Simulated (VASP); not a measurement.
# Zr (P6_3/mmc) in VASP: further runs, part 2 of 2

VASP 6.6.1. Earlier steps stand in the parts before.

## 3. Single point, r2SCAN

Input file POSCAR:

```
Zr
1.0
    3.2453339589      0.0000000000      0.0000000000
   -1.6226669794      2.8105416522      0.0000000000
    0.0000000000      0.0000000000      5.1538389681
Zr
2
Direct
    0.3333333333      0.6666666667      0.2500000000
    0.6666666667      0.3333333333      0.7500000000
```

Input file INCAR.step1:

```
SYSTEM = Zr
PREC = Accurate ; ENCUT = 520
ISMEAR = 0 ; SIGMA = 0.1
LREAL = .FALSE. ; LASPH = .TRUE.
NELM = 60 ; NBANDS = 19
GGA = PE ; ALGO = Normal
EDIFF = 1E-4 ; LWAVE = .TRUE.
LCHARG = .FALSE.
```

Input file INCAR.step2:

```
SYSTEM = Zr
PREC = Accurate ; ENCUT = 520
EDIFF = 1E-7 ; ISMEAR = 0
SIGMA = 0.1 ; LREAL = .FALSE.
LASPH = .TRUE. ; NELM = 60
ALGO = Normal ; ISIF = 2
LWAVE = .FALSE. ; LCHARG = .TRUE.
METAGGA = R2SCAN ; LMIXTAU = .TRUE.
LELF = .TRUE. ; LVHAR = .TRUE.
NBANDS = 19 ; ISTART = 1
```

Input file KPOINTS:

```
regular mesh
0
G
  21 21 12
  0 0 0
```

Potentials or basis: VASP PAW PBE potentials, release 64 (Zr_sv).

Launch:

```bash
> cat potpaw_PBE.64/Zr_sv/POTCAR > POTCAR
> cp INCAR.step1 INCAR
> mpirun -np 1 vasp_std > vasp.out
> cp INCAR.step2 INCAR
> mpirun -np 1 vasp_std > vasp.out
```

OUTCAR:

```text
SYSTEM = Zr
   PREC = Accurate
   ENCUT = 520
   EDIFF = 1E-7
   ISMEAR = 0
   LREAL = .FALSE.
   LASPH = .TRUE.
   NELM = 60
   ISIF = 2
   METAGGA = R2SCAN
   ISTART = 1

 ion  position               nearest neighbor table
   1  0.333  0.667  0.250-   2 3.19   2 3.19   2 3.19   2 3.19   2 3.19   2 3.19
   2  0.667  0.333  0.750-   1 3.19   1 3.19   1 3.19   1 3.19   1 3.19   1 3.19

  LATTYP: Found a hexagonal cell.
 ALAT       =     3.2453339589
 C/A-ratio  =     1.5880766150

  Lattice vectors:

 A1 = (   3.2453339589,   0.0000000000,   0.0000000000)
 A2 = (  -1.6226669794,   2.8105416522,   0.0000000000)
 A3 = (   0.0000000000,   0.0000000000,   5.1538389681)

Analysis of symmetry for initial positions (statically):
=====================================================================
 Subroutine PRICEL returns:
 Original cell was already a primitive cell.

 Routine SETGRP: Setting up the symmetry group for a
 hexagonal supercell.

 Subroutine GETGRP returns: Found 24 space group operations
 (whereof 12 operations were pure point group operations)
 out of a pool of 24 trial point group operations.

The static configuration has the point symmetry D_3d.
 The point group associated with its full space group is D_6h.

Analysis of symmetry for dynamics (positions and initial velocities):
=====================================================================
 Subroutine PRICEL returns:
 Original cell was already a primitive cell.

 Routine SETGRP: Setting up the symmetry group for a
 hexagonal supercell.

 Subroutine GETGRP returns: Found 24 space group operations
 (whereof 12 operations were pure point group operations)
 out of a pool of 24 trial point group operations.

The dynamic configuration has the point symmetry D_3d.
 The point group associated with its full space group is D_6h.

 Subroutine INISYM returns: Found 24 space group operations
[... 106 lines left out ...]
   TEBEG  =    0.0;   TEEND  =   0.0 temperature during run
   PSTRESS=    0.0 pullay stress
   NELECT =      24.0000    total number of electrons
   NUPDOWN=      -1.0000    fix difference up-down
   EMIN   =  10.00;   EMAX   =-10.00  energy-range for DOS
   EFERMI =   0.00;   METHOD = LEGACY
   ISMEAR =     0;   SIGMA  =   0.10  broadening in eV -4-tet -1-fermi 0-gaus
   EFERMI_NEDOS =   21; number of points for ismear=-14 and -15
   IALGO  =     38    algorithm
   IMIX   =      4    mixing-type and parameters
     AMIX     =   0.40;   BMIX     =  1.00
     AMIX_MAG =   1.60;   BMIX_MAG =  1.00
  volume/ion in A,a.u.               =      23.50       158.62
  Fermi-wavevector in a.u.,A,eV,Ry     =   1.308434  2.472582 23.293168  1.712000
  Thomas-Fermi vector in A             =   2.439101
   LORBIT       =      0    0 simple, 1 ext, 2 COOP (PROOUT), +10 PAW based schemes
   METAGGA = R2SCAN    functional components
   LHFCALC =     F    Hartree Fock is set to
   AEXX    =    0.0000 exact exchange contribution
   IVDW    =     0    specifies the selected vdW correction
   LEPSILON=     F    determine dielectric tensor
   LRPA    =     F    only Hartree local field effects (RPA)
 non-spin polarized calculation
 Gauss-broadening in eV      SIGMA  =   0.10
  energy-cutoff  :      520.00
  volume of cell :       47.01
 maximum number of plane-waves:      1296
   NGX = 13   NGY = 13   NGZ = 19

 number of electron      24.0000000 magnetization

 Free energy of the ion-electron system (eV)
  ---------------------------------------------------
  ext. energy  EPLUGINS =         0.00000000
  ---------------------------------------------------
  free energy    TOTEN  =       -45.50627030 eV

  energy without entropy =      -45.49915255  energy(sigma->0) =      -45.50271142

 E-fermi :   8.9494     XC(G=0): -11.9024

 val. band max:        8.9389431332   @ k =   0.1429   0.0476   0.3333
 cond. band min:       8.9519691964   @ k =   0.2857   0.2857   0.4167
 fundamental gap:      0.0130260632
 Fermi energy:         8.9494007909

 k-point     1 :       0.0000    0.0000    0.0000
  band No.  band energies     occupation
      1     -41.6410      2.00000
      2     -41.4789      2.00000
      3     -19.4878      2.00000
      4     -18.5921      2.00000
      5     -18.5921      2.00000
      6     -18.4546      2.00000
[... 505 lines left out ...]
      6     -18.6798      2.00000
[... 11 lines left out ...]
     18      12.3222      0.00000
     19      14.1338      0.00000

 [... further k-points ...]
[... 5 lines left out ...]
  --------------------------------------------------------------------------------------
  -------------------------------------------------------------------------------------
  Total       -0.0068243     -0.0068243     -0.0115553     -0.0000000     -0.0000000      0.0000000
  in kB       -0.2325873     -0.2325873     -0.3938312     -0.0000000     -0.0000000      0.0000000
  external PRESSURE =      -0.2863352 kB  Pullay stress =       0.0000000 kB

 VOLUME and BASIS-vectors are now :
 -----------------------------------------------------------------------------
  energy-cutoff  :      520.00
  volume of cell :       47.01
      direct lattice vectors                 reciprocal lattice vectors
     3.245333959  0.000000000  0.000000000     0.308134698  0.177901651  0.000000000
    -1.622666979  2.810541652  0.000000000     0.000000000  0.355803302  0.000000000
     0.000000000  0.000000000  5.153838968     0.000000000  0.000000000  0.194030121

 POSITION                                       TOTAL-FORCE (eV/Angst)
 -----------------------------------------------------------------------------------
     -0.00000      1.87369      1.28846        -0.000000     -0.000000      0.000000
      1.62267      0.93685      3.86538         0.000000      0.000000      0.000000
 -----------------------------------------------------------------------------------
    total drift:                               -0.000000      0.000000     -0.000000

  FREE ENERGIE OF THE ION-ELECTRON SYSTEM (eV)
  ---------------------------------------------------
  free  energy   TOTEN  =       -45.5062702959 eV

  energy  without entropy=      -45.4991525529  energy(sigma->0) =      -45.50271142
```

OUTCAR.step1:

```text
SYSTEM = Zr
   PREC = Accurate
   ENCUT = 520
   ISMEAR = 0
   LREAL = .FALSE.
   LASPH = .TRUE.
[... 752 lines left out ...]
     -0.00000      1.87369      1.28846         0.000000     -0.000000      0.000000
      1.62267      0.93685      3.86538        -0.000000      0.000000      0.000000
 -----------------------------------------------------------------------------------
    total drift:                               -0.000000      0.000000     -0.000000

  FREE ENERGIE OF THE ION-ELECTRON SYSTEM (eV)
  ---------------------------------------------------
  free  energy   TOTEN  =       -17.0456604581 eV

  energy  without entropy=      -17.0364698612  energy(sigma->0) =      -17.04106516
```

It took 13 min on 1 thread of Intel Xeon Platinum 8488C (Sapphire Rapids), shared host; peak memory 0.35 GiB.

What came out:

```
Free energy            : -45.5063 eV
Pressure               : 0.0 GPa
Band gap on the k mesh : zero (bands 12 and 13 overlap by 1.35 eV)
```

Caveat: the PAW data sets were made with another functional, which shifts forces and pressure a little.

The gap in the log of VASP goes by the Fermi energy; the results here count the filled bands.